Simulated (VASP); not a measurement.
TaC, 2 atoms in the cell. Symmetry: Fm-3m, No. 225, cubic system. Conventional cell: a = 4.446 Å, b = 4.446 Å, c = 4.446 Å, α = 90.00°, β = 90.00°, γ = 90.00°. Within 2.9 Å of Ta (site symmetry m-3m) lie 6 C at 2.22 Å. C (site symmetry m-3m) has 6 Ta at 2.22 Å within 2.9 Å. 

```yaml
Program: VASP 6.6.1
Task: single point
Functional: r2SCAN
Potentials_or_basis: VASP PAW PBE potentials, release 64 (Ta_sv_GW, C)
Cutoff: 770 eV
k_mesh: 9 × 9 × 9
Occupations: fermi-dirac, width 0.15 eV
Spin: no spin polarisation
Dipole_correction: no
Further_INCAR_settings: ALGO = Normal; EDIFF = 1e-06; NBANDS = 16
```

Potentials or basis: VASP PAW PBE potentials, release 64 (Ta_sv_GW, C).

The run is started by

```console
$ cat potpaw_PBE.64/Ta_sv_GW/POTCAR potpaw_PBE.64/C/POTCAR > POTCAR
$ cp INCAR.step1 INCAR
$ mpirun -np 1 vasp_std > vasp.out
$ cp INCAR.step2 INCAR
$ mpirun -np 1 vasp_std > vasp.out
```

Hardware: 1 thread of AMD EPYC 7R43 64-Core Processor (Zen 3), with other jobs on the host.

**Question.** Estimate the wall time of this run.

**Answer.** Wall time 3.1 min on 1 thread of AMD EPYC 7R43 64-Core Processor (Zen 3), on a shared host, peak memory 0.15 GiB. Counts: k points 35.
